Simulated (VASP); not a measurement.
ScCd: single point with LDA

ScCd:

```
Sc Cd
1.0
     3.52626    0.00000    0.00000
     0.00000    3.52626    0.00000
     0.00000    0.00000    3.52626
Sc Cd
1 1
Direct
  0.50000 0.50000 0.50000
  0.00000 0.00000 0.00000
```

```
Program                : VASP 6.6.1
Task                   : single point
Functional             : LDA
Potentials or basis    : VASP PAW LDA potentials, release 64 (Sc_sv, Cd)
Cutoff                 : 500 eV
k mesh                 : 9 × 9 × 9
Occupations            : fermi-dirac, width 0.05 eV
Spin                   : no spin polarisation
Dipole correction      : no
Further INCAR settings : ALGO = Normal; EDIFF = 1e-06; NBANDS = 18
```

| Property | Result |
| --- | --- |
| Pressure | -5.1 GPa |
| Band gap on the k mesh | zero (an odd number of electrons rules out a gap without spin polarisation) |

Levels at points of the mesh, in eV from the Fermi level:
```csv
k point,band 8,band 9,band 10,band 11,band 12,band 13,band 14,band 15,band 16,band 17
"(0.00, 0.00, 0.00)",-8.37,-8.37,-7.30,0.16,0.16,2.38,2.38,2.38,4.96,4.96
```

Run time: 35 s on 1 thread of AMD EPYC 7R43 64-Core Processor (Zen 3), with other jobs on the host, peak memory 0.11 GiB.

Caveat: the cell stands under tension.
